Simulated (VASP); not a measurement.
Input of a VASP 6.6.1 run:

File INCAR:

```
SYSTEM = Na
PREC     = Accurate       ! precision mode
ENCUT    = 520            ! plane-wave cutoff, eV
EDIFF    = 1E-6           ! SCF threshold, eV
ISMEAR   = -1             ! smearing method
SIGMA    = 0.1            ! smearing width, eV
LREAL    = .False.        ! projectors in reciprocal space
LASPH    = .True.         ! aspherical terms in the spheres
NELM     = 100            ! most SCF steps
ALGO     = Normal         ! electronic algorithm
ISIF     = 2              ! what is computed and relaxed
LWAVE    = .False.        ! write WAVECAR
LCHARG   = .False.        ! write CHGCAR
GGA      = PS             ! functional
NBANDS   = 10             ! bands
```

The input KPOINTS:

```
Automatic mesh
0
Gamma
  17 17 17
  0 0 0
```

File POSCAR:

```
Na
1.0
   -2.1650533487      2.1650533487      2.1650533487
    2.1650533487     -2.1650533487      2.1650533487
    2.1650533487      2.1650533487     -2.1650533487
Na
1
Direct
    0.0000000000      0.0000000000      0.0000000000
```

Potentials or basis: VASP PAW PBE potentials, release 64 (Na_pv).

Launch:

```bash
$ cat potpaw_PBE.64/Na_pv/POTCAR > POTCAR
$ mpirun -np 1 vasp_std > vasp.out
```

**Question.** What does it give for the pressure?

**Answer.** -0.7 GPa.

Caveat: the PAW data sets were made with another functional, which shifts forces and pressure a little.
